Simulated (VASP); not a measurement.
The system is SnPtSe3.

```
Sn Pt Se
1.0
     5.02597    0.00000    0.00000
     0.00000    5.02597    0.00000
     0.00000    0.00000    5.02597
Sn Pt Se
1 1 3
Direct
  0.00000 0.00000 0.00000
  0.50000 0.50000 0.50000
  0.50000 0.50000 0.00000
  0.00000 0.50000 0.50000
  0.50000 0.00000 0.50000
```

The cell was built from a structure type or drawn by symmetry, and may not be a known phase.

Base run:

```yaml
Program: VASP 6.6.1
Functional: PBE
Potentials_or_basis: VASP PAW PBE potentials, release 64 (Sn_d, Pt, Se)
Cutoff: 500 eV
k_mesh: 4 × 4 × 4
Occupations: gaussian, width 0.1 eV
Spin: no spin polarisation
```

Its results: pressure -0.8 GPa.

Question: The run is repeated on the same cell with these changes: spin from no spin polarisation to collinear spin; further incar settings from ALGO = Normal; EDIFF = 1e-06; NBANDS = 29 to ALGO = Normal; EDIFF = 1e-06; NBANDS = 33. What comes out?

Answer: Pressure -0.8 GPa; net moment 0.40 μB per cell; site moments Sn -0.01; Pt +0.06; Se +0.07 μB.
